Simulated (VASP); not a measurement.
# Sb (Fd-3m) in VASP: a series of runs

Runs on Sb. Level: r2SCAN. Tasks: single point, relaxation of cell and atoms.

Program: VASP 6.6.1. These are calculated values, not measurements. Logs are shortened: lines on timing, memory, paths and dates and some standing lists are left out, and cuts for length are marked.

### Step 1. The cell of the first run

Symmetry: Fd-3m, No. 227, cubic system. Conventional cell: a = 6.953 Å, b = 6.953 Å, c = 6.953 Å, α = 90.00°, β = 90.00°, γ = 90.00°. Within 4.0 Å of Sb (site symmetry -43m) lie 4 Sb at 3.01 Å.

This isn't the form of Sb at room conditions, which is rhombohedral.

### Step 2. Single point, r2SCAN

File POSCAR:

```
Sb
1.0
    0.0000000000      3.4763981189      3.4763981189
    3.4763981189      0.0000000000      3.4763981189
    3.4763981189      3.4763981189      0.0000000000
Sb
2
Direct
    0.0000000000      0.0000000000      0.0000000000
    0.2500000000      0.2500000000      0.2500000000
```

File INCAR.step1:

```
PREC = Accurate ; ENCUT = 550
ISMEAR = -1 ; SIGMA = 0.1
LREAL = F ; LASPH = T
NELM = 120 ; NBANDS = 12
GGA = PE ; ALGO = Normal
EDIFF = 1E-5 ; LWAVE = T
LCHARG = F ; GGA_COMPAT = F
```

File INCAR.step2:

```
PREC = Accurate ; ENCUT = 550
EDIFF = 1E-6 ; ISMEAR = -1
SIGMA = 0.1 ; LREAL = F
LASPH = T ; NELM = 120
ALGO = Normal ; ISIF = 2
LWAVE = F ; LCHARG = F
METAGGA = R2SCAN ; LMIXTAU = T
NBANDS = 12 ; ISTART = 1
GGA_COMPAT = F
```

File KPOINTS:

```
regular mesh
0
Gamma
  6 6 6
```

Potentials or basis: VASP PAW PBE potentials, release 64 (Sb).

The run is started by

```
$ cat potpaw_PBE.64/Sb/POTCAR > POTCAR
$ cp INCAR.step1 INCAR
$ mpirun -np 1 vasp_std > vasp.out
$ cp INCAR.step2 INCAR
$ mpirun -np 1 vasp_std > vasp.out
```

OUTCAR:

```text
PREC = Accurate
   ENCUT = 550
   EDIFF = 1E-6
   ISMEAR = -1
   LREAL = F
   LASPH = T
   NELM = 120
   ISIF = 2
   METAGGA = R2SCAN
   ISTART = 1

 ion  position               nearest neighbor table
   1  0.000  0.000  0.000-   2 3.01   2 3.01   2 3.01   2 3.01
   2  0.250  0.250  0.250-   1 3.01   1 3.01   1 3.01   1 3.01

  LATTYP: Found a face centered cubic cell.
 ALAT       =     6.9527962378

  Lattice vectors:

 A1 = (   0.0000000000,   3.4763981189,   3.4763981189)
 A2 = (   3.4763981189,   0.0000000000,   3.4763981189)
 A3 = (   3.4763981189,   3.4763981189,   0.0000000000)

Analysis of symmetry for initial positions (statically):
=====================================================================
 Subroutine PRICEL returns:
 Original cell was already a primitive cell.

 Routine SETGRP: Setting up the symmetry group for a
 face centered cubic supercell.

 Subroutine GETGRP returns: Found 48 space group operations
 (whereof 24 operations were pure point group operations)
 out of a pool of 48 trial point group operations.

The static configuration has the point symmetry T_d .
 The point group associated with its full space group is O_h .

Analysis of symmetry for dynamics (positions and initial velocities):
=====================================================================
 Subroutine PRICEL returns:
 Original cell was already a primitive cell.

 Routine SETGRP: Setting up the symmetry group for a
 face centered cubic supercell.

 Subroutine GETGRP returns: Found 48 space group operations
 (whereof 24 operations were pure point group operations)
 out of a pool of 48 trial point group operations.

The dynamic configuration has the point symmetry T_d .
 The point group associated with its full space group is O_h .

 Subroutine INISYM returns: Found 48 space group operations
 (whereof 24 operations are pure point group operations),
 and found     1 'primitive' translations

----------------------------------------------------------------------------------------

                                     Primitive cell

  volume of cell :      84.0269

  direct lattice vectors                    reciprocal lattice vectors
     0.000000000  3.476398119  3.476398119    -0.143827025  0.143827025  0.143827025
     3.476398119  0.000000000  3.476398119     0.143827025 -0.143827025  0.143827025
     3.476398119  3.476398119  0.000000000     0.143827025  0.143827025 -0.143827025

  length of vectors
[... 81 lines left out ...]
   POTIM  = 0.5000    time-step for ionic-motion
   TEBEG  =    0.0;   TEEND  =   0.0 temperature during run
   PSTRESS=    0.0 pullay stress
   NELECT =      10.0000    total number of electrons
   NUPDOWN=      -1.0000    fix difference up-down
   EMIN   =  10.00;   EMAX   =-10.00  energy-range for DOS
   EFERMI =   0.00;   METHOD = LEGACY
   ISMEAR =    -1;   SIGMA  =   0.10  broadening in eV -4-tet -1-fermi 0-gaus
   EFERMI_NEDOS =   21; number of points for ismear=-14 and -15
   IALGO  =     38    algorithm
   IMIX   =      4    mixing-type and parameters
     AMIX     =   0.40;   BMIX     =  1.00
     AMIX_MAG =   1.60;   BMIX_MAG =  1.00
  volume/ion in A,a.u.               =      42.01       283.52
  Fermi-wavevector in a.u.,A,eV,Ry     =   0.805259  1.521718  8.822579  0.648441
  Thomas-Fermi vector in A             =   1.913470
   LORBIT       =      0    0 simple, 1 ext, 2 COOP (PROOUT), +10 PAW based schemes
   METAGGA = R2SCAN    functional components
   LHFCALC =     F    Hartree Fock is set to
   AEXX    =    0.0000 exact exchange contribution
   IVDW    =     0    specifies the selected vdW correction
   LEPSILON=     F    determine dielectric tensor
   LRPA    =     F    only Hartree local field effects (RPA)
 non-spin polarized calculation
  energy-cutoff  :      550.00
  volume of cell :       84.03
 maximum number of plane-waves:      2488
 NGX is ok and might be reduce to    40
   NGX = 19   NGY = 19   NGZ = 19

 number of electron       9.9999999 magnetization

 Free energy of the ion-electron system (eV)
  ---------------------------------------------------
  ext. energy  EPLUGINS =         0.00000000
  ---------------------------------------------------
  free energy    TOTEN  =       -50.64849214 eV

  energy without entropy =      -50.61799179  energy(sigma->0) =      -50.63324197

 E-fermi :   4.0628     XC(G=0):  -8.3473

 val. band max:        3.9759926231   @ k =   0.1667   0.1667   0.0000
 cond. band min:       4.3622943539   @ k =  -0.3333   0.5000   0.1667
 fundamental gap:      0.3863017308
 Fermi energy:         4.0628463824

 k-point     1 :       0.0000    0.0000    0.0000
  band No.  band energies     occupation
      1      -8.1549      2.00000
      2      -1.4031      2.00000
      3       1.9805      2.00000
      4       1.9805      2.00000
      5       1.9805      2.00000
      6       4.4396      0.04519
      7       4.4396      0.04519
      8       4.4396      0.04519
      9       8.2073      0.00000
     10      10.6118      0.00000
     11      10.6118      0.00000
     12      11.8824      0.00000
[... 211 lines left out ...]
 k-point    16 :      -0.3333    0.5000    0.1667
  band No.  band energies     occupation
      1      -5.8091      2.00000
      2      -5.8091      2.00000
      3       0.0350      2.00000
      4       0.0350      2.00000
      5       4.3623      0.09535
      6       4.3623      0.09535
      7       7.1770      0.00000
      8       7.1770      0.00000
      9      10.3006      0.00000
     10      10.3006      0.00000
     11      12.4067      0.00000
     12      12.4067      0.00000

------------------------ aborting loop because EDIFF is reached ----------------------------------------

  FORCE on cell =-STRESS in cart. coord.  units (eV):
  Direction    XX          YY          ZZ          XY          YZ          ZX
  --------------------------------------------------------------------------------------
  -------------------------------------------------------------------------------------
  Total        0.0279017      0.0279017      0.0279017      0.0000000      0.0000000      0.0000000
  in kB        0.5320132      0.5320132      0.5320132      0.0000000      0.0000000      0.0000000
  external PRESSURE =       0.5320132 kB  Pullay stress =       0.0000000 kB

 VOLUME and BASIS-vectors are now :
 -----------------------------------------------------------------------------
  energy-cutoff  :      550.00
  volume of cell :       84.03
      direct lattice vectors                 reciprocal lattice vectors
     0.000000000  3.476398119  3.476398119    -0.143827025  0.143827025  0.143827025
     3.476398119  0.000000000  3.476398119     0.143827025 -0.143827025  0.143827025
     3.476398119  3.476398119  0.000000000     0.143827025  0.143827025 -0.143827025

 POSITION                                       TOTAL-FORCE (eV/Angst)
 -----------------------------------------------------------------------------------
      0.00000      0.00000      0.00000         0.000000      0.000000      0.000000
      1.73820      1.73820      1.73820        -0.000000     -0.000000     -0.000000
 -----------------------------------------------------------------------------------
    total drift:                               -0.000000      0.000000      0.000000

  FREE ENERGIE OF THE ION-ELECTRON SYSTEM (eV)
  ---------------------------------------------------
  free  energy   TOTEN  =       -50.6484921439 eV

  energy  without entropy=      -50.6179917867  energy(sigma->0) =      -50.63324197
```

OSZICAR.step1:

```text
N       E                     dE             d eps       ncg     rms          rms(c)
DAV:   1     0.293572814797E+02    0.29357E+02   -0.32159E+03   384   0.625E+02
DAV:   2    -0.569641660791E+01   -0.35054E+02   -0.33950E+02   476   0.998E+01
DAV:   3    -0.767047887591E+01   -0.19741E+01   -0.19590E+01   484   0.241E+01
DAV:   4    -0.769493582849E+01   -0.24457E-01   -0.24449E-01   428   0.327E+00
DAV:   5    -0.769541111795E+01   -0.47529E-03   -0.47529E-03   480   0.509E-01    0.256E+00
DAV:   6    -0.768032221967E+01    0.15089E-01   -0.74788E-03   416   0.447E-01    0.153E+00
DAV:   7    -0.767192312123E+01    0.83991E-02   -0.17849E-02   396   0.676E-01    0.648E-02
DAV:   8    -0.767226688603E+01   -0.34376E-03   -0.77939E-04   412   0.160E-01    0.178E-02
DAV:   9    -0.767232226723E+01   -0.55381E-04   -0.55817E-05   424   0.426E-02    0.911E-03
DAV:  10    -0.767233359181E+01   -0.11325E-04   -0.16980E-05   384   0.206E-02    0.621E-03
DAV:  11    -0.767233431649E+01   -0.72468E-06   -0.52245E-07   216   0.408E-03
   1 F= -.76723343E+01 E0= -.76561188E+01  d E =-.324310E-01
```

It took 70 s on 1 thread of Intel Xeon Platinum 8488C (Sapphire Rapids), shared host; peak memory 0.24 GiB.

Results:

```yaml
Free_energy: -50.6485 eV
Pressure: 0.1 GPa
Band_gap_on_the_k_mesh: zero (bands 5 and 6 overlap by 0.88 eV)
```

Caveat: the PAW data sets were made with another functional, which shifts forces and pressure a little; spin-orbit coupling is left out, which moves the levels of the heavy elements.

### Step 3. Relaxation of cell and atoms, r2SCAN

This run uses another cell than the first one, of 39.30 Å³/atom.

File POSCAR:

```
Sb
1.0
    0.0000000000      3.4000000000      3.4000000000
    3.4000000000      0.0000000000      3.4000000000
    3.4000000000      3.4000000000      0.0000000000
Sb
2
Direct
    0.0000000000      0.0000000000      0.0000000000
    0.2500000000      0.2500000000      0.2500000000
```

File INCAR.step1:

```
ALGO = Normal
EDIFF = 1E-5
EDIFFG = -0.005
ENCUT = 550
GGA = PE
GGA_COMPAT = False
IBRION = 2
ISIF = 3
ISMEAR = -1
LASPH = True
LCHARG = False
LREAL = False
LWAVE = True
NELM = 120
NELMIN = 4
NSW = 100
PREC = Accurate
SIGMA = 0.1
```

File INCAR.step2:

```
ALGO = Normal
EDIFF = 1E-7
EDIFFG = -0.02
ENCUT = 550
GGA_COMPAT = False
IBRION = 2
ISIF = 3
ISMEAR = -1
ISTART = 1
LASPH = True
LCHARG = False
LMIXTAU = True
LREAL = False
LWAVE = False
METAGGA = R2SCAN
NELM = 120
NELMIN = 4
NSW = 80
PREC = Accurate
SIGMA = 0.1
```

File KPOINTS:

```
k-points
0
Gamma
  6 6 6
```

Potentials or basis: VASP PAW PBE potentials, release 64 (Sb).

The run is started by

```
$ cat potpaw_PBE.64/Sb/POTCAR > POTCAR
$ cp INCAR.step1 INCAR
$ mpirun -np 1 vasp_std > vasp.out
$ cp INCAR.step2 INCAR
$ mpirun -np 1 vasp_std > vasp.out
```

OUTCAR:

```text
EDIFF = 1E-7
   EDIFFG = -0.02
   ENCUT = 550
   IBRION = 2
   ISIF = 3
   ISMEAR = -1
   ISTART = 1
   LASPH = True
   LREAL = False
   METAGGA = R2SCAN
   NELM = 120
   NELMIN = 4
   NSW = 80
   PREC = Accurate

 ion  position               nearest neighbor table
   1  0.000  0.000  0.000-   2 2.94   2 2.94   2 2.94   2 2.94
   2  0.250  0.250  0.250-   1 2.94   1 2.94   1 2.94   1 2.94

  LATTYP: Found a face centered cubic cell.
 ALAT       =     6.8000000000

  Lattice vectors:

 A1 = (   0.0000000000,   3.4000000000,   3.4000000000)
 A2 = (   3.4000000000,   0.0000000000,   3.4000000000)
 A3 = (   3.4000000000,   3.4000000000,   0.0000000000)

[... 175 lines left out ...]
  -------------------------------------------------------------------------------------
  Total        1.3326095      1.3326095      1.3326095      0.0000000      0.0000000      0.0000000
  in kB       27.1610624     27.1610624     27.1610624      0.0000000      0.0000000      0.0000000
  external PRESSURE =      27.1610624 kB  Pullay stress =       0.0000000 kB
[... 59 lines left out ...]
--------------------------------------- Ionic step        3  -------------------------------------------

 number of electron       9.9999999 magnetization

 Free energy of the ion-electron system (eV)
  ---------------------------------------------------
  ext. energy  EPLUGINS =         0.00000000
  ---------------------------------------------------
  free energy    TOTEN  =       -50.64836679 eV

  energy without entropy =      -50.61793698  energy(sigma->0) =      -50.63315188

 E-fermi :   4.0517     XC(G=0):  -8.3425

 val. band max:        3.9667773772   @ k =   0.1667   0.1667   0.0000
 cond. band min:       4.3509465354   @ k =  -0.3333   0.5000   0.1667
 fundamental gap:      0.3841691582
 Fermi energy:         4.0517066703

 k-point     1 :       0.0000    0.0000    0.0000
  band No.  band energies     occupation
      1      -8.1584      2.00000
      2      -1.4192      2.00000
      3       1.9721      2.00000
      4       1.9721      2.00000
      5       1.9721      2.00000
      6       4.4298      0.04460
      7       4.4298      0.04460
      8       4.4298      0.04460
      9       8.1963      0.00000
[... 207 lines left out ...]
  FREE ENERGIE OF THE ION-ELECTRON SYSTEM (eV)
  ---------------------------------------------------
  free  energy   TOTEN  =       -50.6483667940 eV

  energy  without entropy=      -50.6179369751  energy(sigma->0) =      -50.63315188

 reached required accuracy - stopping structural energy minimisation
```

OUTCAR.step1:

```text
EDIFF = 1E-5
   EDIFFG = -0.005
   ENCUT = 550
   GGA = PE
   IBRION = 2
   ISIF = 3
   ISMEAR = -1
   LASPH = True
   LREAL = False
   NELM = 120
   NELMIN = 4
   NSW = 100
   PREC = Accurate

[... 271 lines left out ...]

 k-point     1 :       0.0000    0.0000    0.0000
  band No.  band energies     occupation
      1      -7.5648      2.00000
      2      -1.5676      2.00000
      3       2.0893      2.00000
      4       2.0893      2.00000
      5       2.0893      2.00000
      6       4.3628      0.02512
      7       4.3628      0.02512
      8       4.3628      0.02512
      9       7.7998      0.00000
[... 207 lines left out ...]
  FREE ENERGIE OF THE ION-ELECTRON SYSTEM (eV)
  ---------------------------------------------------
  free  energy   TOTEN  =        -7.6760023157 eV

  energy  without entropy=       -7.6447080496  energy(sigma->0) =       -7.66035518

 reached required accuracy - stopping structural energy minimisation
```

OSZICAR.step1:

```text
N       E                     dE             d eps       ncg     rms          rms(c)
DAV:   1     0.367036655728E+02    0.36704E+02   -0.35778E+03   288   0.873E+02
DAV:   2    -0.553303488365E+01   -0.42237E+02   -0.41603E+02   365   0.126E+02
DAV:   3    -0.761795608694E+01   -0.20849E+01   -0.20612E+01   405   0.301E+01
[... 21 lines left out ...]
DAV:   2    -0.768107589739E+01    0.10255E-01   -0.96947E-03   291   0.624E-01    0.278E-01
DAV:   3    -0.767598085685E+01    0.50950E-02   -0.12768E-02   304   0.543E-01    0.892E-02
DAV:   4    -0.767599228910E+01   -0.11432E-04   -0.11896E-04   294   0.858E-02    0.826E-02
DAV:   5    -0.767600304248E+01   -0.10753E-04   -0.67269E-05   290   0.540E-02    0.351E-02
DAV:   6    -0.767600231569E+01    0.72680E-06   -0.17258E-06   151   0.102E-02
   3 F= -.76760023E+01 E0= -.76603552E+01  d E =-.698585E-01
```

Run time: 3.1 min. Hardware: 1 thread of Intel Xeon Platinum 8488C (Sapphire Rapids), shared host; peak memory 0.26 GiB.

Results:

```yaml
Free_energy: -50.6484 eV
Relaxed_volume: 42.06 Å³/atom
Relaxed_cell: a = 4.918 Å, b = 4.918 Å, c = 4.918 Å, α = 60.00°, β = 60.00°, γ = 60.00°
Space_group_after_relaxing_to_0.1_Å: Fd-3m (No. 227)
Energy_gained_by_relaxing: 22.1 meV/atom
Ionic_steps: 3
Pressure_after_relaxing: 0.0 GPa
Band_gap_on_the_k_mesh: zero (bands 5 and 6 overlap by 0.87 eV)
```

Step by step:
```
step  energy change (eV)  largest force (eV/Å)  pressure (GPa)  volume (Å³)
   1              0.0000                0.0000            2.72        78.61
   2             -0.0377                0.0000           -0.89        86.43
   3             -0.0442                0.0000            0.01        84.12
```

Final structure:
```
CELL_PARAMETERS angstrom
0.00000 3.47774 3.47774
3.47774 0.00000 3.47774
3.47774 3.47774 0.00000
ATOMIC_POSITIONS crystal
Sb 0.00000 0.00000 0.00000
Sb 0.25000 0.25000 0.25000
```

Caveat: the PAW data sets were made with another functional, which shifts forces and pressure a little; spin-orbit coupling is left out, which moves the levels of the heavy elements.
